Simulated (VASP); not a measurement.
Here is a VASP 6.6.1 calculation.

File INCAR:

```
SYSTEM = P
ALGO     = Normal         ! electronic algorithm
EDIFF    = 1E-6           ! SCF threshold, eV
ENCUT    = 520            ! plane-wave cutoff, eV
GGA      = PS             ! functional
ISIF     = 2              ! what is computed and relaxed
ISMEAR   = 0              ! smearing method
LASPH    = .TRUE.         ! aspherical terms in the spheres
LCHARG   = .TRUE.         ! write CHGCAR
LELF     = .TRUE.         ! ELF
LREAL    = .FALSE.        ! projectors in reciprocal space
LVHAR    = .TRUE.       
LWAVE    = .FALSE.        ! write WAVECAR
NBANDS   = 8              ! bands
NELM     = 100            ! most SCF steps
PREC     = Accurate       ! precision mode
SIGMA    = 0.15           ! smearing width, eV
```

File KPOINTS:

```
k-points
0
G
  12 12 12
  0 0 0
```

POSCAR

```
P
1.0
    4.1660822360      0.0000000000      0.0000000000
    0.0000000000      4.1660822360      0.0000000000
    0.0000000000      0.0000000000      4.2685500000
P
1
Direct
    0.0000000000      0.0000000000      0.0000000000
```

Potentials or basis: VASP PAW PBE potentials, release 64 (P).

Launch:

```bash
$ cat potpaw_PBE.64/P/POTCAR > POTCAR
$ mpirun -np 1 vasp_std > vasp.out
```

Question: Predict the pressure.

Answer: -4.6 GPa.

Stress tensor (GPa, compression positive):
```
-4.71  0.00  0.00
 0.00 -4.71  0.00
 0.00  0.00 -4.25
```

Caveat: the cell differs from its parent crystal (strain -0.025 along x and y, -0.025 along z); the PAW data sets were made with another functional, which shifts forces and pressure a little.
